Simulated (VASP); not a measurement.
# HfC (P4/mmm) in VASP: notebook

Runs on HfC. Level: PBE. Tasks: single point, relaxation of cell and atoms.

Program: VASP 6.6.1. These are calculated values, not measurements. Logs are shortened: lines on timing, memory, paths and dates and some standing lists are left out, and cuts for length are marked.

## Step 1: The cell of the first run

Symmetry: P4/mmm, No. 123, tetragonal system. Conventional cell: a = 3.146 Å, b = 3.146 Å, c = 3.918 Å, α = 90.00°, β = 90.00°, γ = 90.00°. Hf (site symmetry 4/mmm) has 4 C at 2.22 Å within 2.9 Å. Within 2.9 Å of C (site symmetry 4/mmm) lie 4 Hf at 2.22 Å.

## Step 2: Single point, PBE

INCAR reads:

```
PREC = Accurate ; ENCUT = 520
EDIFF = 1E-6 ; ISMEAR = 0
SIGMA = 0.1 ; LREAL = F
LASPH = T ; NELM = 100
ALGO = Normal ; ISIF = 2
LWAVE = F ; LCHARG = F
GGA = PE ; NBANDS = 14
```

KPOINTS reads:

```
regular mesh
0
Gamma
  18 18 14
```

POSCAR reads:

```
HfC
1.0
    3.1464231027      0.0000000000      0.0000000000
    0.0000000000      3.1464231027      0.0000000000
    0.0000000000      0.0000000000      3.9180646725
Hf C
1 1
Direct
    0.0000000000      0.0000000000      0.0000000000
    0.5000000000      0.5000000000      0.0000000000
```

Potentials or basis: VASP PAW PBE potentials, release 64 (Hf_pv, C).

On the command line:

```sh
cat potpaw_PBE.64/Hf_pv/POTCAR potpaw_PBE.64/C/POTCAR > POTCAR
mpirun -np 1 vasp_std > vasp.out
```

OUTCAR:

```text
PREC = Accurate
   ENCUT = 520
   EDIFF = 1E-6
   ISMEAR = 0
   LREAL = F
   LASPH = T
   NELM = 100
   ISIF = 2
   GGA = PE

 ion  position               nearest neighbor table
   1  0.000  0.000  0.000-   2 2.22   2 2.22   2 2.22   2 2.22
   2  0.500  0.500  0.000-   1 2.22   1 2.22   1 2.22   1 2.22

  LATTYP: Found a simple tetragonal cell.
 ALAT       =     3.1464231027
 C/A-ratio  =     1.2452440580

  Lattice vectors:

 A1 = (   3.1464231027,   0.0000000000,   0.0000000000)
 A2 = (   0.0000000000,   3.1464231027,   0.0000000000)
 A3 = (   0.0000000000,   0.0000000000,   3.9180646725)

Analysis of symmetry for initial positions (statically):
=====================================================================
 Subroutine PRICEL returns:
 Original cell was already a primitive cell.

 Routine SETGRP: Setting up the symmetry group for a
 simple tetragonal supercell.

 Subroutine GETGRP returns: Found 16 space group operations
 (whereof 16 operations were pure point group operations)
 out of a pool of 16 trial point group operations.

The static configuration has the point symmetry D_4h.

Analysis of symmetry for dynamics (positions and initial velocities):
=====================================================================
 Subroutine PRICEL returns:
 Original cell was already a primitive cell.

 Routine SETGRP: Setting up the symmetry group for a
 simple tetragonal supercell.

 Subroutine GETGRP returns: Found 16 space group operations
 (whereof 16 operations were pure point group operations)
 out of a pool of 16 trial point group operations.

The dynamic configuration has the point symmetry D_4h.

 Subroutine INISYM returns: Found 16 space group operations
 (whereof 16 operations are pure point group operations),
 and found     1 'primitive' translations

----------------------------------------------------------------------------------------

                                     Primitive cell

  volume of cell :      38.7888

  direct lattice vectors                    reciprocal lattice vectors
     3.146423103  0.000000000  0.000000000     0.317821211  0.000000000  0.000000000
     0.000000000  3.146423103  0.000000000     0.000000000  0.317821211  0.000000000
     0.000000000  0.000000000  3.918064672     0.000000000  0.000000000  0.255228048

  length of vectors
     3.146423103  3.146423103  3.918064672     0.317821211  0.317821211  0.255228048

  position of ions in fractional coordinates (direct lattice)
     0.000000000  0.000000000  0.000000000
     0.500000000  0.500000000  0.000000000

  ion indices of the primitive-cell ions
   primitive index   ion index
                 1           1
                 2           2

----------------------------------------------------------------------------------------

 KPOINTS: regular mesh

Automatic generation of k-mesh.
 Grid dimensions read from file:
 generate k-points for:   18   18   14

 Generating k-lattice:

  Cartesian coordinates                     Fractional coordinates (reciprocal lattice)
     0.017656734  0.000000000  0.000000000     0.055555556  0.000000000  0.000000000
     0.000000000  0.017656734  0.000000000     0.000000000  0.055555556  0.000000000
     0.000000000  0.000000000  0.018230575     0.000000000  0.000000000  0.071428571

  Length of vectors
     0.017656734  0.017656734  0.018230575

  Shift w.r.t. Gamma in fractional coordinates (k-lattice)
     0.000000000  0.000000000  0.000000000

 Subroutine IBZKPT returns following result:
 ===========================================

 Found    440 irreducible k-points:

 Following reciprocal coordinates:
            Coordinates               Weight
  0.000000  0.000000  0.000000      1.000000
  0.055556  0.000000  0.000000      4.000000
  0.111111  0.000000  0.000000      4.000000
  0.166667  0.000000  0.000000      4.000000
  0.222222  0.000000  0.000000      4.000000
  0.277778  0.000000  0.000000      4.000000
[... 16 lines left out ...]
  0.277778  0.111111  0.000000      8.000000
  0.333333  0.111111  0.000000      8.000000
 [... further k-points ...]
   k-points           NKPTS =    440   k-points in BZ     NKDIM =    440   number of bands    NBANDS=     14
   number of dos      NEDOS =    301   number of ions     NIONS =      2
   total plane-waves  NPLWV =  17280
   dimension x,y,z NGX =    24 NGY =   24 NGZ =   30
   dimension x,y,z NGXF=    48 NGYF=   48 NGZF=   60
   ions per type =               1   1
   NGX,Y,Z   is equivalent  to a cutoff of  12.68, 12.68, 12.73 a.u.
   NGXF,Y,Z  is equivalent  to a cutoff of  25.36, 25.36, 25.46 a.u.
 SYSTEM =  unknown system
   PREC   = accura    normal or accurate (medium, high low for compatibility)
   ISTART =      0    job   : 0-new  1-cont  2-samecut
   ICHARG =      2    charge: 1-file 2-atom 10-const
   ISPIN  =      1    spin polarized calculation?
   LNONCOLLINEAR =      F non collinear calculations
   LSORBIT =      F    spin-orbit coupling
   LASPH  =      T    aspherical Exc in radial PAW
   ENCUT  =  520.0 eV  38.22 Ry    6.18 a.u.   5.85  5.85  7.29*2*pi/ulx,y,z
   NELM   =    100;   NELMIN=  2; NELMDL= -5     # of ELM steps
   EDIFF  = 0.1E-05   stopping-criterion for ELM
   LREAL  =      F    real-space projection
   EDIFFG = 0.1E-04   stopping-criterion for IOM
   NSW    =      0    number of steps for IOM
   IBRION =     -1    ionic relax: 0-MD 1-quasi-New 2-CG
   NFREE  =      0    steps in history (QN), initial steepest desc. (CG)
   ISIF   =      2    stress and relaxation
   ISYM   =      2    0-nonsym 1-usesym 2-fastsym
   POTIM  = 0.5000    time-step for ionic-motion
   TEBEG  =    0.0;   TEEND  =   0.0 temperature during run
   PSTRESS=    0.0 pullay stress
   NELECT =      14.0000    total number of electrons
   NUPDOWN=      -1.0000    fix difference up-down
   EMIN   =  10.00;   EMAX   =-10.00  energy-range for DOS
   EFERMI =   0.00;   METHOD = LEGACY
   ISMEAR =     0;   SIGMA  =   0.10  broadening in eV -4-tet -1-fermi 0-gaus
   EFERMI_NEDOS =   21; number of points for ismear=-14 and -15
   IALGO  =     38    algorithm
   IMIX   =      4    mixing-type and parameters
     AMIX     =   0.40;   BMIX     =  1.00
     AMIX_MAG =   1.60;   BMIX_MAG =  1.00
  volume/ion in A,a.u.               =      19.39       130.88
  Fermi-wavevector in a.u.,A,eV,Ry     =   1.165598  2.202661 18.485138  1.358619
  Thomas-Fermi vector in A             =   2.302122
   LORBIT       =      0    0 simple, 1 ext, 2 COOP (PROOUT), +10 PAW based schemes
   GGA     = PE    functional components
   LHFCALC =     F    Hartree Fock is set to
   AEXX    =    0.0000 exact exchange contribution
   IVDW    =     0    specifies the selected vdW correction
   LEPSILON=     F    determine dielectric tensor
   LRPA    =     F    only Hartree local field effects (RPA)
 non-spin polarized calculation
 Gauss-broadening in eV      SIGMA  =   0.10
  energy-cutoff  :      520.00
  volume of cell :       38.79
 maximum number of plane-waves:      1072
 NGX is ok and might be reduce to    24
   NGX = 11   NGY = 11   NGZ = 15

 number of electron      13.9999998 magnetization

 Free energy of the ion-electron system (eV)
  ---------------------------------------------------
  ext. energy  EPLUGINS =         0.00000000
  ---------------------------------------------------
  free energy    TOTEN  =       -18.34671033 eV

  energy without entropy =      -18.34273915  energy(sigma->0) =      -18.34472474

 E-fermi :   2.4664     XC(G=0):  -9.7933

 val. band max:        2.4646818731   @ k =   0.0556   0.0000   0.0000
 cond. band min:       2.4664912208   @ k =   0.1667   0.0000   0.2143
 fundamental gap:      0.0018093478
 Fermi energy:         2.4663611095

 k-point     1 :       0.0000    0.0000    0.0000
  band No.  band energies     occupation
      1     -27.9783      2.00000
      2     -27.1035      2.00000
      3     -27.1035      2.00000
      4      -8.1571      2.00000
      5       0.9882      2.00000
      6       2.1926      1.99989
      7       2.5231      0.42255
      8       3.9778      0.00000
      9       3.9778      0.00000
     10       6.9087      0.00000
     11       6.9087      0.00000
     12       7.5312      0.00000
     13      11.1239      0.00000
     14      14.1048      0.00000

 k-point     2 :       0.0556    0.0000    0.0000
  band No.  band energies     occupation
      1     -27.9769      2.00000
      2     -27.1204      2.00000
      3     -27.1013      2.00000
      4      -8.0972      2.00000
      5       1.0182      2.00000
      6       2.0837      2.00000
      7       2.4647      1.01895
      8       3.7092      0.00000
      9       4.0309      0.00000
     10       6.9221      0.00000
     11       6.9654      0.00000
     12       7.8863      0.00000
     13      11.2126      0.00000
     14      13.9883      0.00000

 k-point     3 :       0.1111    0.0000    0.0000
  band No.  band energies     occupation
      1     -27.9728      2.00000
      2     -27.1687      2.00000
      3     -27.0952      2.00000
      4      -7.9210      2.00000
      5       1.1006      2.00000
      6       1.7567      2.00000
      7       2.3030      1.97909
      8       3.1114      0.00000
      9       4.2293      0.00000
     10       6.9609      0.00000
     11       7.1276      0.00000
     12       8.7410      0.00000
     13      11.3680      0.00000
     14      13.7067      0.00000
[... 324 lines left out ...]
 k-point    23 :       0.2778    0.1111    0.0000
  band No.  band energies     occupation
      1     -27.9452      2.00000
      2     -27.4126      2.00000
      3     -27.1247      2.00000
      4      -6.7141      2.00000
      5      -0.3865      2.00000
      6       1.2605      2.00000
      7       1.6245      2.00000
      8       1.8877      2.00000
      9       6.4046      0.00000
     10       6.5149      0.00000
     11       8.5322      0.00000
     12      10.1401      0.00000
     13      11.5000      0.00000
     14      14.1543      0.00000

 k-point    24 :       0.3333    0.1111    0.0000
  band No.  band energies     occupation
      1     -27.9375      2.00000
      2     -27.4975      2.00000
      3     -27.1124      2.00000
      4      -6.3028      2.00000
      5      -0.9805      2.00000
      6       0.9647      2.00000
      7       1.4359      2.00000
      8       2.1328      2.00000
      9       6.5130      0.00000
     10       7.1750      0.00000
     11       8.6766      0.00000
     12       9.4935      0.00000
     13      12.5435      0.00000
     14      13.7288      0.00000

 [... further k-points ...]

------------------------ aborting loop because EDIFF is reached ----------------------------------------

  FORCE on cell =-STRESS in cart. coord.  units (eV):
  Direction    XX          YY          ZZ          XY          YZ          ZX
  --------------------------------------------------------------------------------------
  -------------------------------------------------------------------------------------
  Total       -0.0549909     -0.0549909     -0.0165148      0.0000000      0.0000000     -0.0000000
  in kB       -2.2714106     -2.2714106     -0.6821481      0.0000000      0.0000000     -0.0000000
  external PRESSURE =      -1.7416565 kB  Pullay stress =       0.0000000 kB

 VOLUME and BASIS-vectors are now :
 -----------------------------------------------------------------------------
  energy-cutoff  :      520.00
  volume of cell :       38.79
      direct lattice vectors                 reciprocal lattice vectors
     3.146423103  0.000000000  0.000000000     0.317821211  0.000000000  0.000000000
     0.000000000  3.146423103  0.000000000     0.000000000  0.317821211  0.000000000
     0.000000000  0.000000000  3.918064672     0.000000000  0.000000000  0.255228048

 POSITION                                       TOTAL-FORCE (eV/Angst)
 -----------------------------------------------------------------------------------
      0.00000      0.00000      0.00000         0.000000      0.000000      0.000000
      1.57321      1.57321      0.00000         0.000000      0.000000      0.000000
 -----------------------------------------------------------------------------------
    total drift:                                0.000000     -0.000000     -0.000000

  FREE ENERGIE OF THE ION-ELECTRON SYSTEM (eV)
  ---------------------------------------------------
  free  energy   TOTEN  =       -18.3467103265 eV

  energy  without entropy=      -18.3427391494  energy(sigma->0) =      -18.34472474
```

It took 75 s on 1 thread of Intel Xeon Platinum 8488C (Sapphire Rapids), shared host; peak memory 0.35 GiB.

Results:

- Free energy: -18.3467 eV
- Pressure: -0.2 GPa
- Band gap on the k mesh: zero (band 7 reaches 4.08 eV, above the bottom of band 8 at 1.75 eV)

Levels at points of the mesh, in eV from the Fermi level:
| k point | band 5 | band 6 | band 7 | band 8 | band 9 | band 10 |
| --- | --- | --- | --- | --- | --- | --- |
| (0.00, 0.00, 0.00) | -1.48 | -0.27 | 0.06 | 1.51 | 1.51 | 4.44 |
| (0.50, 0.00, 0.00) | -4.79 | -2.24 | -1.47 | 0.02 | 4.92 | 5.43 |
| (0.50, 0.50, 0.00) | -0.62 | -0.62 | 1.08 | 1.35 | 1.88 | 1.88 |
| (0.00, 0.00, 0.50) | -2.62 | -0.12 | 1.62 | 1.62 | 3.51 | 3.74 |
| (0.50, 0.00, 0.50) | -4.48 | -2.95 | -2.19 | 2.77 | 4.10 | 4.38 |
| (0.50, 0.50, 0.50) | -0.24 | -0.24 | 0.27 | 0.42 | 0.42 | 4.57 |

Caveat: spin-orbit coupling is left out, which moves the levels of the heavy elements.

(Part 1 of 2 ends here.)
